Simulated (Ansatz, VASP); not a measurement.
# Ga3Se in VASP and in Ansatz

The input INCAR:

```
PREC     = Accurate       # precision mode
ENCUT    = 520            # plane-wave cutoff, eV
EDIFF    = 1E-6           # SCF threshold, eV
ISMEAR   = 0              # smearing method
SIGMA    = 0.15           # smearing width, eV
LREAL    = F              # projectors in reciprocal space
LASPH    = T              # aspherical terms in the spheres
NELM     = 60             # most SCF steps
ALGO     = Normal         # electronic algorithm
ISIF     = 2              # what is computed and relaxed
LWAVE    = F              # write WAVECAR
LCHARG   = F              # write CHGCAR
GGA      = PS             # functional
IVDW     = 12             # dispersion correction
NBANDS   = 30             # bands
```

Contents of KPOINTS:

```
Automatic mesh
0
Gamma
  12 12 12
```

File POSCAR:

```
Ga3Se
1.0
    4.7425490452      0.0000000000      0.0000000000
    0.0000000000      4.7425490452      0.0000000000
    0.0000000000      0.0000000000      3.3529821750
Ga Se
3 1
Direct
    0.0000000000      0.5000000000      0.5000000000
    0.5000000000      0.0000000000      0.5000000000
    0.5000000000      0.5000000000      0.0000000000
    0.0000000000      0.0000000000      0.0000000000
```

Input for Ansatz:

```yaml
crystal:
  lattice:
    - [4.7425490452, 0.0, 0.0]
    - [0.0, 4.7425490452, 0.0]
    - [0.0, 0.0, 3.352982175]
  atoms:
    - { symbol: Ga, position: [0.0, 0.5, 0.5] }
    - { symbol: Ga, position: [0.5, 0.0, 0.5] }
    - { symbol: Ga, position: [0.5, 0.5, 0.0] }
    - { symbol: Se, position: [0.0, 0.0, 0.0] }
basis:
  ecutwfc: 420
kpoints:
  mp_grid: { grid: [12, 12, 12] }
hamiltonian:
  xc: pbesol
  dispersion: d3bj
scf:
  occupations: { method: gaussian, width: 0.15 }
output:
  forces: true
  stress: true
  eigenvalues: true
```

Alike in both runs: task single point; functional PBEsol; dispersion D3(BJ); k mesh 12 × 12 × 12; occupations gaussian, width 0.15 eV; no spin polarisation.

```csv
,VASP,Ansatz
version,VASP 6.6.1,Ansatz 0.2.0
potentials or method,"VASP PAW PBE potentials, release 64 (Ga_d, Se), cutoff 520 eV","scalar-relativistic, plane waves, PAW"
valence electrons in the cell,45,55
```

VASP gave:

* gap on the k mesh at the Fermi level (eV): none
* pressure (GPa): -2.0
* traceless stress, the component that is largest in VASP (GPa): 2.69

**Question.** What did Ansatz give for the same quantities?

**Answer.** gap on the k mesh at the Fermi level (eV): none; pressure (GPa): -2.3; traceless stress, the component that is largest in VASP (GPa): 2.69.

VASP's potentials were made for PBE, not for PBEsol. A gap of «none» marks a metal or a gap that the smearing closes. VASP's potentials hold 45 valence electrons a cell and Ansatz's 55, so a difference there can come from the potentials and not from the codes.
